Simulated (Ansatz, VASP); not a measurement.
# Two plane-wave programs on SnO

Contents of INCAR:

```
SYSTEM = SnO
PREC = Accurate ; ENCUT = 520
EDIFF = 1E-6 ; ISMEAR = -1
SIGMA = 0.05 ; LREAL = .False.
LASPH = .True. ; NELM = 80
ALGO = Normal ; ISIF = 2
LWAVE = .False. ; LCHARG = .False.
GGA = PS ; NBANDS = 28
```

The input KPOINTS:

```
regular mesh
0
Gamma
  4 4 3
  0 0 0
```

The input POSCAR:

```
SnO
1.0
    3.8136952200      0.0000000000      0.0000000000
    0.0000000000      3.8136952200      0.0000000000
    0.0000000000      0.0000000000      4.8869133000
Sn O
2 2
Direct
    0.5000000000      0.0000000000      0.7646261400
    0.0000000000      0.5000000000      0.2353738600
    0.0000000000      0.0000000000      0.0000000000
    0.5000000000      0.5000000000      0.0000000000
```

The input input.yaml:

```yaml
crystal:
  lattice:
    - [3.81369522, 0.0, 0.0]
    - [0.0, 3.81369522, 0.0]
    - [0.0, 0.0, 4.8869133]
  atoms:
    - { symbol: Sn, position: [0.5, 0.0, 0.76462614] }
    - { symbol: Sn, position: [0.0, 0.5, 0.23537386] }
    - { symbol: O, position: [0.0, 0.0, 0.0] }
    - { symbol: O, position: [0.5, 0.5, 0.0] }
hamiltonian:
  xc: pbesol
  pseudopotentials: { kind: paw }
kpoints:
  mp_grid: { grid: [4, 4, 3] }
  band_path:
    path:
      - [[0.0, 0.0, 0.0], [0.0, 0.5, 0.0], [0.5, 0.5, 0.0], [0.0, 0.0, 0.0], [0.0, 0.0, 0.5], [0.0, 0.5, 0.5], [0.5, 0.5, 0.5], [0.0, 0.0, 0.5]]
      - [[0.0, 0.5, 0.0], [0.0, 0.5, 0.5]]
      - [[0.5, 0.5, 0.0], [0.5, 0.5, 0.5]]
    npoints: 14
scf:
  occupations: { method: fermi_dirac, width: 0.05 }
  n_extra_bands: 10
output:
  forces: true
  stress: true
  eigenvalues: true
  fatbands: false
```

Alike in both runs: functional PBEsol; k mesh 4 × 4 × 3; occupations fermi-dirac, width 0.05 eV; no spin polarisation.

```csv
,VASP,Ansatz
version,VASP 6.6.1,Ansatz 0.2.0
potentials or method,"VASP PAW PBE potentials, release 64 (Sn_d, O)",Ansatz PAW
plane-wave cutoff (eV),520,420
valence electrons in the cell,40,40
task,single point,band structure
```

VASP gave:

```
gap on the k mesh at the Fermi level (eV) : 0.14
least direct gap on the mesh (eV)         : 1.98
pressure (GPa)                            : -0.3
rms of the force components (eV/Å)        : 0.081
```

Task: Estimate Ansatz's values.

Result: gap on the k mesh at the Fermi level (eV): 0.13; least direct gap on the mesh (eV): 1.99; pressure (GPa): -0.6; rms of the force components (eV/Å): 0.047.

VASP's potentials were made for PBE, not for PBEsol. Atom by atom the forces differ by 0.034 eV/Å (rms over components).

The k mesh is coarse, so the values compare programs but aren't converged.
